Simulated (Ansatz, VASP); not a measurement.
## Os: VASP beside Ansatz

File INCAR:

```
  PREC = Accurate
  ENCUT = 600
  EDIFF = 1E-6
  ISMEAR = 0
  SIGMA = 0.1
  LREAL = F
  LASPH = T
  NELM = 80
  ALGO = Fast
  ISIF = 3
  LWAVE = F
  LCHARG = F
  GGA = PE
  IBRION = 2
  NSW = 90
  EDIFFG = -0.04
```

KPOINTS

```
Automatic mesh
0
Gamma
  8 8 8
```

POSCAR

```
Os
1.0
    0.0000000000      1.9288306508      1.9288306508
    1.9288306508      0.0000000000      1.9288306508
    1.9288306508      1.9288306508      0.0000000000
Os
1
Direct
    0.0000000000      0.0000000000      0.0000000000
```

Input for Ansatz:

```yaml
crystal:
  lattice:
    - [0.0, 1.9288306508, 1.9288306508]
    - [1.9288306508, 0.0, 1.9288306508]
    - [1.9288306508, 1.9288306508, 0.0]
  atoms:
    - { symbol: Os, position: [0.0, 0.0, 0.0] }
basis:
  ecutwfc: 420
kpoints:
  mp_grid: { grid: [8, 8, 8] }
hamiltonian:
  xc: pbe
scf:
  occupations: { method: gaussian, width: 0.1 }
  lower_state_search: "off"
output:
  forces: true
  stress: true
  eigenvalues: true
relax:
  adjacent_minimum: "off"
  f_tol: 0.04
  max_steps: 70
  cell: { stress_tol: 0.4 }
```

Alike in both runs: task relaxation of cell and atoms; functional PBE; k mesh 8 × 8 × 8; occupations gaussian, width 0.1 eV; no spin polarisation.

```csv
,VASP,Ansatz
version,VASP 6.6.1,Ansatz 0.2.0
potentials or method,"VASP PAW PBE potentials, release 64 (Os), cutoff 600 eV","scalar-relativistic, plane waves, PAW"
valence electrons in the cell,8,16
```

```csv
,VASP,Ansatz,Ansatz less VASP
"gap on the k mesh at the Fermi level, each at its own relaxed structure (eV)",none,none,-
relaxed volume (Å³/atom),14.33,14.33,0.000
relaxed length of the cell vector where the two differ most in proportion (Å),2.726,2.726,0.0000
```

A gap of «none» marks a metal or a gap that the smearing closes. VASP's potentials hold 8 valence electrons a cell and Ansatz's 16, so a difference there can come from the potentials and not from the codes.

Neither program's run includes spin-orbit coupling.
